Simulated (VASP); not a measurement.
# SiC (P1) in VASP: settings compared

The runs below take SiC through single point, with PBE, PBEsol.

All numbers are computed with VASP 6.6.1; they aren't measurements. Logs are shortened: lines on timing, memory, paths and dates and some standing lists are left out, and cuts for length are marked.

## Step 1: The cell of the first run

The typed cell holds 4 atoms: a = 2.960 Å, b = 3.045 Å, c = 4.798 Å, α = 89.17°, β = 93.02°, γ = 120.24°.

## Step 2: Single point, PBE (atoms moved at random and the cell strained at random)

File INCAR:

```
SYSTEM = SiC
PREC     = Accurate       ! precision mode
ENCUT    = 600            ! plane-wave cutoff, eV
EDIFF    = 1E-6           ! SCF threshold, eV
ISMEAR   = 0              ! smearing method
SIGMA    = 0.05           ! smearing width, eV
LREAL    = .FALSE.        ! projectors in reciprocal space
LASPH    = .TRUE.         ! aspherical terms in the spheres
NELM     = 120            ! most SCF steps
ALGO     = Normal         ! electronic algorithm
ISIF     = 2              ! what is computed and relaxed
LWAVE    = .FALSE.        ! write WAVECAR
LCHARG   = .TRUE.         ! write CHGCAR
GGA      = PE             ! functional
LELF     = .TRUE.         ! ELF
LVHAR    = .TRUE.       
NBANDS   = 16             ! bands
GGA_COMPAT= .FALSE.
```

File KPOINTS:

```
Automatic mesh
0
G
  12 12 6
  0 0 0
```

File POSCAR:

```
SiC
1.0
    2.9588230357     -0.0306927887     -0.0776243819
   -1.5059922526      2.6460961787      0.0218233575
   -0.1273888518     -0.0321933518      4.7965467208
Si C
2 2
Direct
    0.3507308013      0.6892903555     -0.0010826490
    0.6670710915      0.3302521088      0.5056049571
    0.3253762202      0.6461492124      0.3801388109
    0.6568218870      0.3343083234      0.8853388811
```

Potentials or basis: VASP PAW PBE potentials, release 64 (Si, C).

Run with:

```console
cat potpaw_PBE.64/Si/POTCAR potpaw_PBE.64/C/POTCAR > POTCAR
mpirun -np 1 vasp_std > vasp.out
```

OUTCAR:

```text
SYSTEM = SiC
   PREC = Accurate
   ENCUT = 600
   EDIFF = 1E-6
   ISMEAR = 0
   LREAL = .FALSE.
   LASPH = .TRUE.
   NELM = 120
   ISIF = 2
   GGA = PE

 ion  position               nearest neighbor table
   1  0.351  0.689  0.999-   4 1.79   4 1.83   4 1.83   3 1.83   2 2.87   2 2.92   2 2.94   2 2.95
                             2 3.00   2 3.07
   2  0.667  0.330  0.506-   3 1.79   3 1.82   4 1.82   3 1.89   1 2.87   1 2.92   1 2.94   1 2.95
                             1 3.00   1 3.07
   3  0.325  0.646  0.380-   2 1.79   2 1.82   1 1.83   2 1.89
   4  0.657  0.334  0.885-   1 1.79   2 1.82   1 1.83   1 1.83

  LATTYP: Found a triclinic cell.
 ALAT       =     2.9600002278
 B/A-ratio  =     1.0286212114
 C/A-ratio  =     1.6210627286
 COS(alpha) =     0.0144655876
 COS(beta)  =     0.0526829816
 COS(gamma) =     0.5036272558

  Lattice vectors:

 A1 = (   2.9588230357,  -0.0306927887,  -0.0776243819)
 A2 = (   1.5059922526,  -2.6460961787,  -0.0218233575)
 A3 = (   0.1273888518,   0.0321933518,  -4.7965467208)

Analysis of symmetry for initial positions (statically):
=====================================================================
 Subroutine PRICEL returns:
 Original cell was already a primitive cell.

 Routine SETGRP: Setting up the symmetry group for a
 triclinic supercell.

 Subroutine GETGRP returns: Found  1 space group operations
 (whereof  1 operations were pure point group operations)
 out of a pool of  2 trial point group operations.

The static configuration has the point symmetry C_1 .

Analysis of symmetry for dynamics (positions and initial velocities):
=====================================================================
 Subroutine PRICEL returns:
 Original cell was already a primitive cell.

 Routine SETGRP: Setting up the symmetry group for a
 triclinic supercell.

 Subroutine GETGRP returns: Found  1 space group operations
 (whereof  1 operations were pure point group operations)
 out of a pool of  2 trial point group operations.

The dynamic configuration has the point symmetry C_1 .

 Subroutine INISYM returns: Found  1 space group operations
 (whereof  1 operations are pure point group operations),
 and found     1 'primitive' translations

----------------------------------------------------------------------------------------

                                     Primitive cell

  volume of cell :      37.3043

  direct lattice vectors                    reciprocal lattice vectors
     2.958823036 -0.030692789 -0.077624382     0.340251284  0.193564483  0.010335709
    -1.505992253  2.646096179  0.021823358     0.004013438  0.380177487  0.002658257
    -0.127388852 -0.032193352  4.796546721     0.005488159  0.001402795  0.208638495

  length of vectors
     2.960000228  3.044719020  4.798346046     0.391592865  0.380207963  0.208715379

  position of ions in fractional coordinates (direct lattice)
     0.350730801  0.689290355  0.998917351
     0.667071091  0.330252109  0.505604957
     0.325376220  0.646149212  0.380138811
     0.656821887  0.334308323  0.885338881

  ion indices of the primitive-cell ions
   primitive index   ion index
                 1           1
                 2           2
                 3           3
                 4           4

----------------------------------------------------------------------------------------

 KPOINTS: Automatic mesh

Automatic generation of k-mesh.
 Grid dimensions read from file:
 generate k-points for:   12   12    6

 Generating k-lattice:

  Cartesian coordinates                     Fractional coordinates (reciprocal lattice)
     0.028354274  0.016130374  0.000861309     0.083333333 -0.000000000  0.000000000
     0.000334453  0.031681457  0.000221521    -0.000000000  0.083333333  0.000000000
     0.000914693  0.000233799  0.034773083     0.000000000 -0.000000000  0.166666667

  Length of vectors
     0.032632739  0.031683997  0.034785897

  Shift w.r.t. Gamma in fractional coordinates (k-lattice)
     0.000000000  0.000000000  0.000000000

 Subroutine IBZKPT returns following result:
 ===========================================

 Found    436 irreducible k-points:

 Following reciprocal coordinates:
            Coordinates               Weight
  0.000000  0.000000  0.000000      1.000000
  0.083333 -0.000000  0.000000      2.000000
  0.166667 -0.000000  0.000000      2.000000
  0.250000 -0.000000  0.000000      2.000000
  0.333333 -0.000000  0.000000      2.000000
  0.416667 -0.000000 -0.000000      2.000000
[... 16 lines left out ...]
  0.250000  0.166667  0.000000      2.000000
  0.333333  0.166667  0.000000      2.000000
 [... further k-points ...]
   k-points           NKPTS =    436   k-points in BZ     NKDIM =    436   number of bands    NBANDS=     16
   number of dos      NEDOS =    301   number of ions     NIONS =      4
   total plane-waves  NPLWV =  23040
   dimension x,y,z NGX =    24 NGY =   24 NGZ =   40
   dimension x,y,z NGXF=    48 NGYF=   48 NGZF=   80
   ions per type =               2   2
   NGX,Y,Z   is equivalent  to a cutoff of  13.48, 13.10, 13.86 a.u.
   NGXF,Y,Z  is equivalent  to a cutoff of  26.96, 26.21, 27.72 a.u.
 SYSTEM =  SiC
   PREC   = accura    normal or accurate (medium, high low for compatibility)
   ISTART =      0    job   : 0-new  1-cont  2-samecut
   ICHARG =      2    charge: 1-file 2-atom 10-const
   ISPIN  =      1    spin polarized calculation?
   LNONCOLLINEAR =      F non collinear calculations
   LSORBIT =      F    spin-orbit coupling
   LASPH  =      T    aspherical Exc in radial PAW
   ENCUT  =  600.0 eV  44.10 Ry    6.64 a.u.   5.91  6.08  9.58*2*pi/ulx,y,z
   NELM   =    120;   NELMIN=  2; NELMDL= -5     # of ELM steps
   EDIFF  = 0.1E-05   stopping-criterion for ELM
   LREAL  =      F    real-space projection
   EDIFFG = 0.1E-04   stopping-criterion for IOM
   NSW    =      0    number of steps for IOM
   IBRION =     -1    ionic relax: 0-MD 1-quasi-New 2-CG
   NFREE  =      0    steps in history (QN), initial steepest desc. (CG)
   ISIF   =      2    stress and relaxation
   ISYM   =      2    0-nonsym 1-usesym 2-fastsym
   POTIM  = 0.5000    time-step for ionic-motion
   TEBEG  =    0.0;   TEEND  =   0.0 temperature during run
   PSTRESS=    0.0 pullay stress
   NELECT =      16.0000    total number of electrons
   NUPDOWN=      -1.0000    fix difference up-down
   EMIN   =  10.00;   EMAX   =-10.00  energy-range for DOS
   EFERMI =   0.00;   METHOD = LEGACY
   ISMEAR =     0;   SIGMA  =   0.05  broadening in eV -4-tet -1-fermi 0-gaus
   EFERMI_NEDOS =   21; number of points for ismear=-14 and -15
   IALGO  =     38    algorithm
   IMIX   =      4    mixing-type and parameters
     AMIX     =   0.40;   BMIX     =  1.00
     AMIX_MAG =   1.60;   BMIX_MAG =  1.00
  volume/ion in A,a.u.               =       9.33        62.94
  Fermi-wavevector in a.u.,A,eV,Ry     =   1.234607  2.333068 20.738731  1.524254
  Thomas-Fermi vector in A             =   2.369290
   LORBIT       =      0    0 simple, 1 ext, 2 COOP (PROOUT), +10 PAW based schemes
   GGA     = PE    functional components
   LHFCALC =     F    Hartree Fock is set to
   AEXX    =    0.0000 exact exchange contribution
   IVDW    =     0    specifies the selected vdW correction
   LEPSILON=     F    determine dielectric tensor
   LRPA    =     F    only Hartree local field effects (RPA)
 non-spin polarized calculation
 Gauss-broadening in eV      SIGMA  =   0.05
  energy-cutoff  :      600.00
  volume of cell :       37.30
 maximum number of plane-waves:      1261
   NGX = 11   NGY = 13   NGZ = 19

 number of electron      16.0000000 magnetization

 Free energy of the ion-electron system (eV)
  ---------------------------------------------------
  ext. energy  EPLUGINS =         0.00000000
  ---------------------------------------------------
  free energy    TOTEN  =       -29.49653012 eV

  energy without entropy =      -29.49653012  energy(sigma->0) =      -29.49653012

 E-fermi :  10.1980     XC(G=0): -11.8103

 val. band max:        9.9595844755   @ k =   0.0000   0.0000   0.0000
 cond. band min:      11.7393087807   @ k =   0.3333   0.3333  -0.0000
 fundamental gap:      1.7797243052
 Fermi energy:        10.1980122515

 k-point     1 :       0.0000    0.0000    0.0000
  band No.  band energies     occupation
      1      -6.9474      2.00000
      2      -2.7590      2.00000
      3       0.2981      2.00000
      4       7.6513      2.00000
      5       8.1051      2.00000
      6       9.1906      2.00000
[... 8 lines left out ...]
     15      19.1922      0.00000
     16      20.7259      0.00000

 k-point     2 :       0.0833   -0.0000    0.0000
  band No.  band energies     occupation
      1      -6.8148      2.00000
      2      -2.6504      2.00000
      3       0.4266      2.00000
      4       7.3840      2.00000
      5       7.4563      2.00000
      6       8.9297      2.00000
[... 8 lines left out ...]
     15      19.2469      0.00000
     16      20.4613      0.00000

 k-point     3 :       0.1667   -0.0000    0.0000
  band No.  band energies     occupation
      1      -6.4200      2.00000
      2      -2.3341      2.00000
      3       0.8049      2.00000
      4       5.8931      2.00000
      5       6.8652      2.00000
      6       7.9269      2.00000
[... 8 lines left out ...]
     15      19.5640      0.00000
     16      20.0108      0.00000

 k-point     4 :       0.2500   -0.0000    0.0000
  band No.  band energies     occupation
      1      -5.7740      2.00000
      2      -1.8503      2.00000
      3       1.3995      2.00000
      4       4.1448      2.00000
      5       6.2414      2.00000
      6       6.6109      2.00000
[... 8 lines left out ...]
     15      20.3040      0.00000
     16      20.4971      0.00000
[... 324 lines left out ...]
 k-point    22 :       0.1667    0.1667   -0.0000
  band No.  band energies     occupation
      1      -5.4396      2.00000
      2      -1.6120      2.00000
      3       1.6547      2.00000
      4       3.7256      2.00000
      5       4.9357      2.00000
      6       6.6463      2.00000
[... 8 lines left out ...]
     15      20.8480      0.00000
     16      21.2378      0.00000

 k-point    23 :       0.2500    0.1667    0.0000
  band No.  band energies     occupation
      1      -4.5905      2.00000
      2      -1.1791      2.00000
      3       2.0902      2.00000
      4       3.1195      2.00000
      5       3.8897      2.00000
      6       5.6147      2.00000
[... 8 lines left out ...]
     15      20.9427      0.00000
     16      22.2251      0.00000

 k-point    24 :       0.3333    0.1667    0.0000
  band No.  band energies     occupation
      1      -3.5986      2.00000
      2      -1.1927      2.00000
      3       1.8849      2.00000
      4       3.0980      2.00000
      5       3.9088      2.00000
      6       4.5114      2.00000
[... 8 lines left out ...]
     15      21.4487      0.00000
     16      22.5687      0.00000

 [... further k-points ...]
[... 5 lines left out ...]
  --------------------------------------------------------------------------------------
  -------------------------------------------------------------------------------------
  Total        8.0042074      4.8240319      9.1598970      0.5176383     -0.3213387      1.9158843
  in kB      343.7718769    207.1868481    393.4074692     22.2319931    -13.8011443     82.2851160
  external PRESSURE =     314.7887314 kB  Pullay stress =       0.0000000 kB

 VOLUME and BASIS-vectors are now :
 -----------------------------------------------------------------------------
  energy-cutoff  :      600.00
  volume of cell :       37.30
      direct lattice vectors                 reciprocal lattice vectors
     2.958823036 -0.030692789 -0.077624382     0.340251284  0.193564483  0.010335709
    -1.505992253  2.646096179  0.021823358     0.004013438  0.380177487  0.002658257
    -0.127388852 -0.032193352  4.796546721     0.005488159  0.001402795  0.208638495

 POSITION                                       TOTAL-FORCE (eV/Angst)
 -----------------------------------------------------------------------------------
     -0.12757      1.78101      4.77917        -0.340725     -1.105271      0.784376
      1.41198      0.83713      2.38058         0.211256     -1.029043     -0.432288
     -0.05879      1.68755      1.81220        -0.213090      1.401211      0.195619
      1.32717      0.83595      4.20288         0.342559      0.733103     -0.547708
 -----------------------------------------------------------------------------------
    total drift:                                0.000017      0.000185      0.000231

  FREE ENERGIE OF THE ION-ELECTRON SYSTEM (eV)
  ---------------------------------------------------
  free  energy   TOTEN  =       -29.4965301226 eV

  energy  without entropy=      -29.4965301226  energy(sigma->0) =      -29.49653012
```

It took 3.5 min on 1 thread of Oxide Virtual Turin-like, shared host; peak memory 0.33 GiB.

Results:

```
Free energy            : -29.4965 eV
Pressure               : 31.5 GPa
Largest force          : 1.431 eV/Å
Band gap on the k mesh : 1.78 eV (least direct gap 3.85 eV)
```

Forces on the atoms (eV/Å):
```
Si  -0.341 -1.105  0.784
Si   0.211 -1.029 -0.432
C   -0.213  1.401  0.196
C    0.343  0.733 -0.548
```

Stress tensor (GPa, compression positive):
```
34.38  2.22  8.23
 2.22 20.72 -1.38
 8.23 -1.38 39.34
```

Caveat: the cell differs from its parent crystal (atoms moved at random and the cell strained at random); the stress differs along the axes, from 21 to 39 GPa; forces of over 1 eV/Å act on the atoms, so gaps and moduli don't describe the material at rest. A k mesh can miss the band edges.

## Step 3: Single point, PBEsol

File INCAR:

```
  PREC = Accurate
  ENCUT = 600
  EDIFF = 1E-6
  ISMEAR = 0
  SIGMA = 0.05
  LREAL = False
  LASPH = True
  NELM = 120
  ALGO = Normal
  ISIF = 2
  LWAVE = False
  LCHARG = True
  GGA = PS
  LELF = True
  LVHAR = True
  NBANDS = 16
  GGA_COMPAT = False
```

File KPOINTS:

```
Automatic mesh
0
Gamma
  12 12 6
```

POSCAR is that of step 2.

Potentials or basis: VASP PAW PBE potentials, release 64 (Si, C).

Run with:

```console
cat potpaw_PBE.64/Si/POTCAR potpaw_PBE.64/C/POTCAR > POTCAR
mpirun -np 1 vasp_std > vasp.out
```

It took 3.5 min on 1 thread of Oxide Virtual Turin-like, shared host; peak memory 0.34 GiB.

Results (log left out):

```yaml
Free_energy: -31.2984 eV
Pressure: 28.1 GPa
Largest_force: 1.428 eV/Å
Band_gap_on_the_k_mesh: 1.62 eV (least direct gap 3.73 eV)
```

Forces on the atoms (eV/Å):
```
Si  -0.329 -1.093  0.773
Si   0.218 -1.036 -0.432
C   -0.220  1.397  0.195
C    0.331  0.732 -0.536
```

Stress tensor (GPa, compression positive):
```
30.96  2.15  8.06
 2.15 17.47 -1.49
 8.06 -1.49 35.90
```

Levels at points of the mesh, in eV from the valence-band top:
| k point | band 4 | band 5 | band 6 | band 7 | band 8 | band 9 | band 10 | band 11 | band 12 | band 13 |
| --- | --- | --- | --- | --- | --- | --- | --- | --- | --- | --- |
| (0.00, 0.00, 0.00) | -2.31 | -1.86 | -0.77 | -0.62 | 0.00 | 4.66 | 6.28 | 6.65 | 7.03 | 8.12 |
| (0.50, 0.00, 0.00) | -7.07 | -5.92 | -4.56 | -3.91 | -2.02 | 1.71 | 3.79 | 6.27 | 6.87 | 9.99 |
| (0.00, 0.50, 0.00) | -6.96 | -6.35 | -4.00 | -3.91 | -1.52 | 2.53 | 3.86 | 6.42 | 8.31 | 10.40 |
| (0.50, 0.50, 0.00) | -7.14 | -6.11 | -4.22 | -4.09 | -1.62 | 2.16 | 4.25 | 6.45 | 7.73 | 9.85 |
| (0.00, 0.00, 0.50) | -4.76 | -1.88 | -1.39 | -1.25 | -0.96 | 5.64 | 5.89 | 6.71 | 6.97 | 7.22 |
| (0.50, 0.00, 0.50) | -8.94 | -3.75 | -3.35 | -3.09 | -2.26 | 2.54 | 2.91 | 4.46 | 5.97 | 10.11 |
| (0.00, 0.50, 0.50) | -9.14 | -3.15 | -2.99 | -2.78 | -2.54 | 2.98 | 3.25 | 5.16 | 5.56 | 10.31 |
| (0.50, 0.50, 0.50) | -9.24 | -3.40 | -3.20 | -2.73 | -2.27 | 2.75 | 3.14 | 4.80 | 5.67 | 10.40 |

Caveat: the stress differs along the axes, from 17 to 36 GPa; the PAW data sets were made with another functional, which shifts forces and pressure a little. A k mesh can miss the band edges.
